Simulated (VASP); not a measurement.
Crystal: MoPb2.

```xyz
3
Lattice="4.8789 0.0000 0.0000 -2.4395 4.2253 0.0000 0.0000 0.0000 3.4317" Properties=species:S:1:pos:R:3 pbc="T T T"
Mo    0.0000    0.0000    0.0000
Pb    0.0000    2.8169    1.7158
Pb    2.4395    1.4084    1.7158
```

| Quantity | Value |
| --- | --- |
| Program | VASP 6.6.1 |
| Task | relaxation of cell and atoms |
| Functional | PBE |
| Potentials or basis | VASP PAW PBE potentials, release 64 (Mo_sv, Pb_d) |
| Cutoff | 600 eV |
| k mesh | 6 × 6 × 6 |
| Occupations | gaussian, width 0.1 eV |
| Spin | no spin polarisation |

At the start: pressure 5.2 GPa; volume 23.58 Å³/atom.

Question: How do energy, volume and symmetry change on relaxing?

Answer: Over 7 steps the energy falls by 330.7 meV/atom and the volume is 24.38 Å³/atom (+3.4 %); space group P6/mmm (No. 191, to 0.05 Å).

The path:
| step | energy change (eV) | largest force (eV/Å) | pressure (GPa) | volume (Å³) |
| --- | --- | --- | --- | --- |
| 1 | 0.0000 | 0.0000 | 5.22 | 70.74 |
| 2 | -0.7903 | 0.0000 | -4.56 | 78.26 |
| 3 | -0.8270 | 0.0000 | -5.65 | 79.82 |
| 4 | -0.8051 | 0.0000 | 3.29 | 71.84 |
| 5 | -0.9606 | 0.0000 | -2.37 | 75.84 |
| 6 | -0.9900 | 0.0000 | 0.58 | 72.48 |
| 7 | -0.9921 | 0.0000 | -0.04 | 73.13 |

Final structure:
```xyz
3
Lattice="5.3215 0.0000 0.0000 -2.6607 4.6085 0.0000 0.0000 0.0000 2.9821" Properties=species:S:1:pos:R:3 pbc="T T T"
Mo    0.0000    0.0000    0.0000
Pb    0.0000    3.0723    1.4910
Pb    2.6607    1.5362    1.4910
```
